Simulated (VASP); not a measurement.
BN:

```
B N
1.0
     7.46503    0.00000    0.00000
    -3.73252    6.46491    0.00000
     0.00000    0.00000    6.49548
B N
18 18
Direct
  0.11120 0.22214 0.25000
  0.22214 0.11120 0.75000
  0.11120 0.55547 0.25000
  0.22214 0.44453 0.75000
  0.11120 0.88880 0.25000
  0.22214 0.77786 0.75000
  0.44453 0.22214 0.25000
  0.55547 0.11120 0.75000
  0.44453 0.55547 0.25000
  0.55547 0.44453 0.75000
  0.44453 0.88880 0.25000
  0.55547 0.77786 0.75000
  0.77786 0.22214 0.25000
  0.88880 0.11120 0.75000
  0.77786 0.55547 0.25000
  0.88880 0.44453 0.75000
  0.77786 0.88880 0.25000
  0.88880 0.77786 0.75000
  0.11141 0.22193 0.75000
  0.22193 0.11141 0.25000
  0.11141 0.55526 0.75000
  0.22193 0.44474 0.25000
  0.11141 0.88859 0.75000
  0.22193 0.77807 0.25000
  0.44474 0.22193 0.75000
  0.55526 0.11141 0.25000
  0.44474 0.55526 0.75000
  0.55526 0.44474 0.25000
  0.44474 0.88859 0.75000
  0.55526 0.77807 0.25000
  0.77807 0.22193 0.75000
  0.88859 0.11141 0.25000
  0.77807 0.55526 0.75000
  0.88859 0.44474 0.25000
  0.77807 0.88859 0.75000
  0.88859 0.77807 0.25000
```

Base run:

* Program: VASP 6.6.1
* Functional: PBE
* Potentials or basis: VASP PAW PBE potentials, release 64 (B, N)
* Cutoff: 520 eV
* k mesh: 2 × 2 × 2, shifted
* Occupations: fermi-dirac, width 0.01 eV
* Spin: no spin polarisation

Its results: band gap on the k mesh 4.62 eV; pressure 8.6 GPa; largest force 0.217 eV/Å.

Question: The run is repeated on the same cell with these changes: functional from PBE to HSE06; k mesh from 2 × 2 × 2, shifted to 1 × 1 × 1, shifted. What comes out?

Answer: Band gap on the k mesh 6.19 eV; pressure 3.7 GPa; largest force 0.222 eV/Å.

Several settings changed at once.

Caveats: some runs use coarse meshes; a shifted mesh leaves out Γ, where band edges can lie; this functional lacks dispersion, which binds the layers, so the pressure and a relaxed spacing across them are unreliable; the cell stands under pressure (at least some runs); the PAW data sets were made with another functional, which shifts forces and pressure a little (at least some runs).

A k mesh can miss the band edges.
